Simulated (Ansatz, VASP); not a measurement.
## One calculation of Zn2S, two programs

```xyz
6
Lattice="3.9537 0.0000 0.0000 0.0000 3.9537 0.0000 0.0000 0.0000 5.8939" Properties=species:S:1:pos:R:3 pbc="T T T"
Zn    0.0000    0.0000    0.0000
Zn    1.9768    1.9768    0.0000
Zn    1.9768    0.0000    1.5451
Zn    0.0000    1.9768    4.3489
S     1.9768    0.0000    4.1371
S     0.0000    1.9768    1.7568
```

Change from the starting cell: species swapped into the Cu2Sb type (P4/nmm, No. 129).

Alike in both runs: task relaxation of cell and atoms; functional PBE; k mesh 4 × 4 × 4; occupations gaussian, width 0.1 eV; no spin polarisation.

|  | VASP | Ansatz |
| --- | --- | --- |
| version | VASP 6.6.1 | Ansatz 0.2.0 |
| potentials or method | VASP PAW PBE potentials, release 64 (Zn, S), cutoff 600 eV | scalar-relativistic, plane waves, PAW |
| valence electrons in the cell | 60 | 60 |

Ansatz gave:

| Item | Value |
| --- | --- |
| gap on the k mesh at the Fermi level, each at its own relaxed structure (eV) | none |
| relaxed volume (Å³/atom) | 18.65 |
| relaxed cell length with the largest relative difference (Å) | 8.756 |

What did VASP give for the same quantities?

gap on the k mesh at the Fermi level, each at its own relaxed structure (eV): none; relaxed volume (Å³/atom): 18.40; relaxed cell length with the largest relative difference (Å): 8.602.

A gap of «none» marks a metal or a gap that the smearing closes.

The k mesh is coarse, so the values compare programs but aren't converged. Noted on VASP's run: the volume moved by over 15 % at a fixed basis, so the end points are rough.
